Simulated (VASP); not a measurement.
Runs of VASP 6.6.1 on BN. The structure is that of space group P-6m2 (No. 187), or close to it. The cells are those of the table. 

```csv
task,level,cell,k mesh,cutoff (eV),smearing,gap on the mesh (eV),pressure (GPa),relaxed volume (Å³/atom)
relaxation of cell and atoms,PBE+D4,"relaxed from a = 2.506, b = 2.506, c = 6.597 Å, angles 90.0, 90.0, 120.0°, 4 atoms",12 × 12 × 4,600,fermi-dirac 0.02 eV,(b),0.0,(a)
relaxation of cell and atoms,PBE+D3(BJ),"relaxed from a = 2.510, b = 2.510, c = 6.690 Å, angles 90.0, 90.0, 120.0°, 4 atoms",12 × 12 × 4,600,fermi-dirac 0.02 eV,4.34,0.0,8.88
single point,PBE,"a = 2.500, b = 2.500, c = 6.505 Å, angles 90.0, 90.0, 120.0°, 4 atoms",6 × 6 × 2,600,gaussian 0.01 eV,4.35,4.6,-
dielectric tensor,PBE,"a = 2.500, b = 2.500, c = 6.505 Å, angles 90.0, 90.0, 120.0°, 4 atoms",9 × 9 × 4,520,gaussian 0.01 eV,(c),-,-
single point,PBE+D3(BJ),"a = 2.506, b = 2.506, c = 6.597 Å, angles 90.0, 90.0, 120.0°, 4 atoms",12 × 12 × 4,520,fermi-dirac 0.02 eV,4.35,0.1,-
single point,r2SCAN+rVV10,"a = 2.500, b = 2.500, c = 6.505 Å, angles 90.0, 90.0, 120.0°, 4 atoms",12 × 12 × 4,520,fermi-dirac 0.02 eV,4.90,0.4,-
single point,r2SCAN,"a = 2.500, b = 2.500, c = 6.505 Å, angles 90.0, 90.0, 120.0°, 4 atoms",12 × 12 × 4,520,gaussian 0.01 eV,4.93,1.1,-
```

Alike in all rows: potentials or basis VASP PAW PBE potentials, release 64 (B, N); no spin polarisation.

Problem. Fill in the values left out.

Solution. (a) 8.81; (b) 4.33; (c) 4.42.

Caveats: some runs use coarse meshes; this functional lacks dispersion, which binds the layers, so the pressure and a relaxed spacing across them are unreliable (some runs); the PAW data sets were made with another functional, which shifts forces and pressure a little (some runs).

A k mesh can miss the band edges.
